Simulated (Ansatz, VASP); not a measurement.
SiBF: VASP beside Ansatz

```
Si B F
1.0
     4.11047    0.00000    0.00000
     0.00000    3.98397    0.00000
     0.00000    0.00000    2.25647
Si B F
1 1 1
Direct
  0.00000 0.50000 0.00000
  0.50000 0.00000 0.00000
  0.00000 0.00000 0.00000
```

Alike in both runs: functional PBE; k mesh 8 × 6 × 4; occupations gaussian, width 0.1 eV; no spin polarisation.

Ansatz relaxed the structure, and its values are those at the end. VASP's run is a single point on that final structure, the one shown.

```csv
,VASP,Ansatz
version,VASP 6.6.1,Ansatz 0.2.0
potentials or method,"VASP PAW PBE potentials, release 64 (Si, B, F), cutoff 520 eV","scalar-relativistic, plane waves, PAW"
valence electrons in the cell,14,14
```

```tsv
	VASP	Ansatz	Ansatz less VASP
gap on the k mesh at the Fermi level (eV)	none	none	-
pressure (GPa)	0.0	0.1	+0.11
```

A gap of «none» marks a metal or a gap that the smearing closes.

The k mesh is coarse, so the values compare programs but aren't converged.
